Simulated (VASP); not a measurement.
Input of a VASP 6.6.1 run:

INCAR

```
PREC     = Accurate       # precision mode
ENCUT    = 520            # plane-wave cutoff, eV
EDIFF    = 1E-7           # SCF threshold, eV
ISMEAR   = 0              # smearing method
SIGMA    = 0.05           # smearing width, eV
LREAL    = F              # projectors in reciprocal space
LASPH    = T              # aspherical terms in the spheres
NELM     = 60             # most SCF steps
ALGO     = Normal         # electronic algorithm
ISIF     = 2              # what is computed and relaxed
LWAVE    = F              # write WAVECAR
LCHARG   = T              # write CHGCAR
LDIPOL   = T            
IDIPOL   = 3            
DIPOL    = 0.5 0.5 0.398
GGA      = PE             # functional
IVDW     = 12             # dispersion correction
LELF     = T              # ELF
LVHAR    = T            
LVACPOTAV= T            
NBANDS   = 35             # bands
```

KPOINTS

```
regular mesh
0
Gamma
  9 9 1
```

File POSCAR:

```
WSe2
1.0
    3.2854807123      0.0000000000      0.0000000000
   -1.6427403561      2.8453097605      0.0000000000
    0.0000000000      0.0000000000     24.2386612352
Se W
4 2
Direct
    0.3333333333      0.6666666667      0.1856538179
    0.3333333333      0.6666666667      0.3246602831
    0.6666666667      0.8333333333      0.4715330812
    0.6666666667      0.8333333333      0.6105395464
    0.6666666667      0.3333333333      0.2551570505
    0.3333333333      1.1666666667      0.5410363138
```

Potentials or basis: VASP PAW PBE potentials, release 64 (Se, W_sv).

Run with:

```console
$ cat potpaw_PBE.64/Se/POTCAR potpaw_PBE.64/W_sv/POTCAR > POTCAR
$ mpirun -np 1 vasp_std > vasp.out
```

Q: Estimate the band gap on the k mesh.

A: 1.55 eV (least direct gap 1.66 eV).

Q: Estimate the dispersion energy per atom.

A: -0.385 eV.

Forces in eV/Å, atoms in the order of the input:
```
Se   0.000  0.000 -0.040
Se  -0.022 -0.013  0.068
Se   0.022  0.013 -0.068
Se   0.000  0.000  0.040
W   -0.009 -0.005  0.027
W    0.009  0.005 -0.027
```

Caveat: the cell differs from its parent crystal (layers slid over each other); spin-orbit coupling is left out, which moves the levels of the heavy elements.
